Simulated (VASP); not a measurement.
# Ir (Fm-3m) in VASP: settings compared, part 2 of 2

VASP 6.6.1. The steps go on from the part before.

### Step 3. Single point, PBE

Input file INCAR:

```
SYSTEM = Ir
PREC = Accurate
ENCUT = 500
EDIFF = 1E-6
ISMEAR = 0
SIGMA = 0.013
LREAL = .FALSE.
LASPH = .TRUE.
NELM = 120
ALGO = Normal
ISIF = 2
LWAVE = .FALSE.
LCHARG = .TRUE.
GGA = PE
LELF = .TRUE.
LVHAR = .TRUE.
NBANDS = 10
GGA_COMPAT = .FALSE.
```

Input file KPOINTS:

```
regular mesh
0
G
  10 10 10
  0 0 0
```

Input file POSCAR:

```
Ir
1.0
    0.0000000000      1.9269646676      1.9269646676
    1.9269646676      0.0000000000      1.9269646676
    1.9269646676      1.9269646676      0.0000000000
Ir
1
Direct
    0.0000000000      0.0000000000      0.0000000000
```

Potentials or basis: VASP PAW PBE potentials, release 64 (Ir).

On the command line:

```sh
cat potpaw_PBE.64/Ir/POTCAR > POTCAR
mpirun -np 1 vasp_std > vasp.out
```

OUTCAR:

```text
SYSTEM = Ir
   PREC = Accurate
   ENCUT = 500
   EDIFF = 1E-6
   ISMEAR = 0
   LREAL = .FALSE.
   LASPH = .TRUE.
   NELM = 120
   ISIF = 2
   GGA = PE

 ion  position               nearest neighbor table
   1  0.000  0.000  0.000-

  LATTYP: Found a face centered cubic cell.
 ALAT       =     3.8539293352

  Lattice vectors:

 A1 = (   0.0000000000,   1.9269646676,   1.9269646676)
 A2 = (   1.9269646676,   0.0000000000,   1.9269646676)
 A3 = (   1.9269646676,   1.9269646676,   0.0000000000)

Analysis of symmetry for initial positions (statically):
=====================================================================
 Subroutine PRICEL returns:
 Original cell was already a primitive cell.

 Routine SETGRP: Setting up the symmetry group for a
 face centered cubic supercell.

 Subroutine GETGRP returns: Found 48 space group operations
 (whereof 48 operations were pure point group operations)
 out of a pool of 48 trial point group operations.

The static configuration has the point symmetry O_h .

Analysis of symmetry for dynamics (positions and initial velocities):
=====================================================================
 Subroutine PRICEL returns:
 Original cell was already a primitive cell.

 Routine SETGRP: Setting up the symmetry group for a
 face centered cubic supercell.

 Subroutine GETGRP returns: Found 48 space group operations
 (whereof 48 operations were pure point group operations)
 out of a pool of 48 trial point group operations.

The dynamic configuration has the point symmetry O_h .

 Subroutine INISYM returns: Found 48 space group operations
 (whereof 48 operations are pure point group operations),
 and found     1 'primitive' translations

----------------------------------------------------------------------------------------

                                     Primitive cell

  volume of cell :      14.3104

  direct lattice vectors                    reciprocal lattice vectors
[... 103 lines left out ...]
   IMIX   =      4    mixing-type and parameters
     AMIX     =   0.40;   BMIX     =  1.00
     AMIX_MAG =   1.60;   BMIX_MAG =  1.00
  volume/ion in A,a.u.               =      14.31        96.57
  Fermi-wavevector in a.u.,A,eV,Ry     =   1.402615  2.650559 26.767147  1.967330
  Thomas-Fermi vector in A             =   2.525359
   LORBIT       =      0    0 simple, 1 ext, 2 COOP (PROOUT), +10 PAW based schemes
   GGA     = PE    functional components
   LHFCALC =     F    Hartree Fock is set to
   AEXX    =    0.0000 exact exchange contribution
   IVDW    =     0    specifies the selected vdW correction
   LEPSILON=     F    determine dielectric tensor
   LRPA    =     F    only Hartree local field effects (RPA)
 non-spin polarized calculation
 Gauss-broadening in eV      SIGMA  =   0.01
  energy-cutoff  :      500.00
  volume of cell :       14.31
 maximum number of plane-waves:       372
   NGX =  9   NGY =  9   NGZ =  9

 number of electron       9.0000000 magnetization

 Free energy of the ion-electron system (eV)
  ---------------------------------------------------
  ext. energy  EPLUGINS =         0.00000000
  ---------------------------------------------------
  free energy    TOTEN  =        -8.85006764 eV

  energy without entropy =       -8.84973795  energy(sigma->0) =       -8.84990279

 E-fermi :  10.2720     XC(G=0): -13.9198

 val. band max:       10.2663657524   @ k =  -0.3000   0.3000   0.1000
 cond. band min:      10.2861409293   @ k =  -0.4000   0.5000   0.1000
 fundamental gap:      0.0197751769
 Fermi energy:        10.2719695457

 k-point     1 :       0.0000    0.0000    0.0000
  band No.  band energies     occupation
      1      -0.7878      2.00000
      2       6.3883      2.00000
      3       6.3883      2.00000
      4       6.3883      2.00000
      5       9.0315      2.00000
      6       9.0315      2.00000
      7      24.5525      0.00000
      8      30.0765      0.00000
      9      30.0765      0.00000
     10      30.0765      0.00000
[... 287 lines left out ...]
 k-point    24 :       0.4000    0.3000    0.0000
  band No.  band energies     occupation
      1       3.0096      2.00000
      2       3.7430      2.00000
      3       7.5970      2.00000
      4       9.3669      2.00000
      5      10.9623      0.00000
      6      11.0162      0.00000
      7      22.9543      0.00000
      8      25.2096      0.00000
      9      26.1114      0.00000
     10      31.0643      0.00000

 [... further k-points ...]
[... 5 lines left out ...]
  --------------------------------------------------------------------------------------
  -------------------------------------------------------------------------------------
  Total        0.4626888      0.4626888      0.4626888     -0.0000000      0.0000000      0.0000000
  in kB       51.8022091     51.8022091     51.8022091     -0.0000000      0.0000000      0.0000000
  external PRESSURE =      51.8022091 kB  Pullay stress =       0.0000000 kB

 VOLUME and BASIS-vectors are now :
 -----------------------------------------------------------------------------
  energy-cutoff  :      500.00
  volume of cell :       14.31
      direct lattice vectors                 reciprocal lattice vectors
     0.000000000  1.926964668  1.926964668    -0.259475437  0.259475437  0.259475437
     1.926964668  0.000000000  1.926964668     0.259475437 -0.259475437  0.259475437
     1.926964668  1.926964668  0.000000000     0.259475437  0.259475437 -0.259475437

 POSITION                                       TOTAL-FORCE (eV/Angst)
 -----------------------------------------------------------------------------------
      0.00000      0.00000      0.00000        -0.000000     -0.000000     -0.000000
 -----------------------------------------------------------------------------------
    total drift:                               -0.000000     -0.000000     -0.000000

  FREE ENERGIE OF THE ION-ELECTRON SYSTEM (eV)
  ---------------------------------------------------
  free  energy   TOTEN  =        -8.8500676402 eV

  energy  without entropy=       -8.8497379495  energy(sigma->0) =       -8.84990279
```

OSZICAR:

```text
N       E                     dE             d eps       ncg     rms          rms(c)
DAV:   1     0.461412030195E+02    0.46141E+02   -0.43760E+03   948   0.808E+02
DAV:   2    -0.851958486932E+01   -0.54661E+02   -0.51993E+02   968   0.190E+02
DAV:   3    -0.939972840551E+01   -0.88014E+00   -0.87416E+00  1108   0.295E+01
DAV:   4    -0.940728496593E+01   -0.75566E-02   -0.75557E-02  1052   0.252E+00
DAV:   5    -0.940744467820E+01   -0.15971E-03   -0.15971E-03  1054   0.357E-01    0.148E+01
DAV:   6    -0.894269391869E+01    0.46475E+00   -0.81179E-01  1036   0.110E+01    0.603E+00
DAV:   7    -0.885610248978E+01    0.86591E-01   -0.26765E-01  1126   0.584E+00    0.143E+00
DAV:   8    -0.885346871859E+01    0.26338E-02   -0.20164E-03  1028   0.464E-01    0.105E+00
DAV:   9    -0.885006184133E+01    0.34069E-02   -0.20960E-03  1062   0.635E-01    0.144E-02
DAV:  10    -0.885006618558E+01   -0.43443E-05   -0.11533E-05  1290   0.314E-02    0.267E-02
DAV:  11    -0.885006764832E+01   -0.14627E-05   -0.10142E-06   726   0.113E-02    0.165E-03
DAV:  12    -0.885006764024E+01    0.80864E-08   -0.34127E-08   502   0.206E-03
   1 F= -.88500676E+01 E0= -.88499028E+01  d E =-.329691E-03
```

stdout:

```text
POSCAR found type information on POSCAR Ir
 POSCAR found :  1 types and       1 ions
 scaLAPACK will be used
 LDA part: xc-table for (Slater+PW92), standard interpolation
 POSCAR, INCAR and KPOINTS ok, starting setup
 FFT: planning ... GRIDC
 FFT: planning ... GRID_SOFT
 FFT: planning ... GRID
 WAVECAR not read
 entering main loop
```

It took 6.8 s on 1 thread of AMD EPYC 7R13 (Zen 3), shared host; peak memory 0.1 GiB.

What came out:

```
Free energy : -8.8501 eV
Pressure    : 5.2 GPa
```

Levels at points of the mesh, in eV from the Fermi level:
| k point | band 1 | band 2 | band 3 | band 4 | band 5 | band 6 | band 7 | band 8 |
| --- | --- | --- | --- | --- | --- | --- | --- | --- |
| (0.00, 0.00, 0.00) | -11.06 | -3.88 | -3.88 | -3.88 | -1.24 | -1.24 | 14.28 | 19.80 |
| (0.50, 0.00, 0.00) | -8.04 | -3.98 | -3.98 | -0.79 | 0.81 | 0.81 | 7.08 | 13.82 |
| (0.50, 0.50, 0.00) | -7.84 | -7.28 | 0.78 | 1.38 | 1.38 | 1.64 | 10.29 | 11.59 |

Caveat: spin-orbit coupling is left out, which moves the levels of the heavy elements.

### Step 4. Single point, revPBE

Input file INCAR:

```
  PREC = Accurate
  ENCUT = 500
  EDIFF = 1E-6
  ISMEAR = 1
  SIGMA = 0.011
  LREAL = F
  LASPH = T
  NELM = 120
  ALGO = Normal
  ISIF = 2
  LWAVE = F
  LCHARG = T
  GGA = RE
  LELF = T
  LVHAR = T
  NBANDS = 10
  GGA_COMPAT = F
```

Input file KPOINTS:

```
Automatic mesh
0
Gamma
  10 10 10
```

POSCAR is that of step 3.

On the command line:

```sh
cat potpaw_PBE.64/Ir/POTCAR > POTCAR
mpirun -np 1 vasp_std > vasp.out
```

Wall time 6.4 s (1 thread of AMD EPYC 7R13 (Zen 3), shared host); peak memory 0.1 GiB.

The run converged. Its results:

```yaml
Free_energy: -8.3142 eV
Pressure: 8.1 GPa
```

Levels at points of the mesh, in eV from the Fermi level:
```
           k point  band 1  band 2  band 3  band 4  band 5  band 6  band 7  band 8  band 9
(0.00, 0.00, 0.00)  -11.04   -3.88   -3.88   -3.88   -1.24   -1.24   14.26   19.80   19.80
(0.50, 0.00, 0.00)   -8.03   -3.98   -3.98   -0.79    0.81    0.81    7.10   13.81   19.63
(0.50, 0.50, 0.00)   -7.84   -7.27    0.78    1.38    1.38    1.64   10.32   11.60   11.60
```

Caveat: the PAW data sets were made with another functional, which shifts forces and pressure a little; spin-orbit coupling is left out, which moves the levels of the heavy elements.

### Step 5. Single point, PBE

Input file INCAR:

```
ALGO = Normal
EDIFF = 1E-6
ENCUT = 500
GGA = PE
GGA_COMPAT = False
ISIF = 2
ISMEAR = 0
LASPH = True
LCHARG = False
LREAL = False
LWAVE = False
NBANDS = 10
NELM = 120
PREC = Accurate
SIGMA = 0.018
```

Input file KPOINTS:

```
k-points
0
Gamma
  10 10 10
```

POSCAR is that of step 4.

On the command line:

```sh
cat potpaw_PBE.64/Ir/POTCAR > POTCAR
mpirun -np 1 vasp_std > vasp.out
```

Run time: 7.5 s. Hardware: 1 thread of AMD EPYC 7R13 (Zen 3), shared host; peak memory 0.1 GiB.

Results (log left out):

```
Free energy : -8.8502 eV
Pressure    : 5.2 GPa
```

Levels at points of the mesh, in eV from the Fermi level:
```tsv
k point	band 1	band 2	band 3	band 4	band 5	band 6	band 7	band 8	band 9
(0.00, 0.00, 0.00)	-11.06	-3.88	-3.88	-3.88	-1.24	-1.24	14.28	19.80	19.80
(0.50, 0.00, 0.00)	-8.05	-3.98	-3.98	-0.79	0.81	0.81	7.08	13.82	19.63
(0.50, 0.50, 0.00)	-7.84	-7.28	0.78	1.38	1.38	1.63	10.29	11.59	11.59
```

Caveat: spin-orbit coupling is left out, which moves the levels of the heavy elements.

### Step 6. Single point, PBE+U

Input file INCAR:

```
ALGO = Normal
EDIFF = 1E-6
ENCUT = 500
GGA = PE
GGA_COMPAT = F
ISIF = 2
ISMEAR = 1
LASPH = T
LCHARG = F
LDAU = T
LDAUJ = 0.59
LDAUL = 2
LDAUPRINT = 1
LDAUTYPE = 1
LDAUU = 7
LMAXMIX = 4
LREAL = F
LWAVE = F
NBANDS = 14
NELM = 200
PREC = Accurate
SIGMA = 0.049
```

KPOINTS is that of step 5.

POSCAR is that of step 5.

Potentials or basis: VASP PAW PBE potentials, release 64 (Ir_sv_GW).

On the command line:

```sh
cat potpaw_PBE.64/Ir_sv_GW/POTCAR > POTCAR
mpirun -np 1 vasp_std > vasp.out
```

It took 11 s on 1 thread of AMD EPYC 7R13 (Zen 3), shared host; peak memory 0.1 GiB.

The run converged. Its results:

* Free energy: -2.2159 eV
* Pressure: -3.3 GPa

Levels at points of the mesh, in eV from the Fermi level:
| k point | band 4 | band 5 | band 6 | band 7 | band 8 | band 9 | band 10 | band 11 | band 12 | band 13 |
| --- | --- | --- | --- | --- | --- | --- | --- | --- | --- | --- |
| (0.00, 0.00, 0.00) | -48.34 | -10.26 | -3.33 | -3.33 | -3.33 | -1.87 | -1.87 | 14.30 | 19.84 | 19.84 |
| (0.50, 0.00, 0.00) | -48.45 | -7.43 | -4.15 | -4.15 | 0.01 | 0.98 | 0.98 | 7.85 | 14.00 | 19.78 |
| (0.50, 0.50, 0.00) | -48.62 | -8.10 | -6.74 | 0.14 | 1.97 | 1.97 | 2.41 | 10.77 | 12.19 | 12.19 |

Eigenvalues of the final occupation matrices:
```csv
site,spin,trace,eigenvalues
site 1 d,1,3.24,0.57 0.57 0.57 0.77 0.77
site 1 d,2,3.24,0.57 0.57 0.57 0.77 0.77
```

Caveat: spin-orbit coupling is left out, which moves the levels of the heavy elements; U without spin polarisation on a metal has little footing; the U is typed as a test and isn't derived for this compound.

### Step 7. Summary

```tsv
level	potentials or basis	U	smearing	LDAUTYPE	hund's J	second run	gap on the mesh (eV)	pressure (GPa)
PBE	VASP PAW PBE potentials, release 64 (Ir)	-	tetrahedron	-	-	-	none	7.1
PBE	VASP PAW PBE potentials, release 64 (Ir)	-	gaussian 0.013 eV	-	-	-	none	5.2
revPBE	VASP PAW PBE potentials, release 64 (Ir)	-	methfessel-paxton 0.011 eV	-	-	-	none	8.1
PBE	VASP PAW PBE potentials, release 64 (Ir)	-	gaussian 0.018 eV	-	-	-	none	5.2
PBE+U	VASP PAW PBE potentials, release 64 (Ir_sv_GW)	Ir d U = 7.0 eV, J = 0.59 eV	methfessel-paxton 0.049 eV	1	0.59	valence_matched	none	-3.3
```

Alike in all rows: task single point; no spin polarisation; cell as given; k mesh 10 × 10 × 10; cutoff (eV) 500.

Caveats: spin-orbit coupling is left out, which moves the levels of the heavy elements; the PAW data sets were made with another functional, which shifts forces and pressure a little (some runs); U without spin polarisation on a metal has little footing (some runs); the U is typed as a test and isn't derived for this compound (some runs).

Absolute energies hang on the potentials; compare differences alone.
